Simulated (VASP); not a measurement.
A run of VASP 6.6.1:

POSCAR

```
MgSe
1.0
    0.0000000000      2.7899353418      2.7899353418
    2.7899353418      0.0000000000      2.7899353418
    2.7899353418      2.7899353418      0.0000000000
Mg Se
1 1
Direct
    0.0000000000      0.0000000000      0.0000000000
    0.5000000000      0.5000000000      0.5000000000
```

The input INCAR.step1:

```
PREC = Accurate
ENCUT = 660
ISMEAR = 0
SIGMA = 0.01
LREAL = False
LASPH = True
NELM = 120
NBANDS = 11
GGA = PE
ALGO = Normal
EDIFF = 1E-5
LWAVE = True
LCHARG = False
GGA_COMPAT = False
```

INCAR.step2

```
PREC = Accurate
ENCUT = 660
EDIFF = 1E-6
ISMEAR = 0
SIGMA = 0.01
LREAL = False
LASPH = True
NELM = 120
ALGO = Normal
ISIF = 2
LWAVE = False
LCHARG = True
METAGGA = R2SCAN
LMIXTAU = True
LELF = True
LVHAR = True
NBANDS = 11
ISTART = 1
GGA_COMPAT = False
```

File KPOINTS:

```
regular mesh
0
Gamma
  6 6 6
```

Potentials or basis: VASP PAW PBE potentials, release 64 (Mg, Se).

Launch:

```console
$ cat potpaw_PBE.64/Mg/POTCAR potpaw_PBE.64/Se/POTCAR > POTCAR
$ cp INCAR.step1 INCAR
$ mpirun -np 1 vasp_std > vasp.out
$ cp INCAR.step2 INCAR
$ mpirun -np 1 vasp_std > vasp.out
```

Hardware: 1 thread of Intel(R) Xeon(R) Platinum 8259CL CPU @ 2.50GHz (Skylake/Cascade Lake), with other jobs on the host.

How long does it take, and how much memory?

It took 68 s on 1 thread of Intel(R) Xeon(R) Platinum 8259CL CPU @ 2.50GHz (Skylake/Cascade Lake) (shared host), peak memory 0.22 GiB. Counts: k points 16.
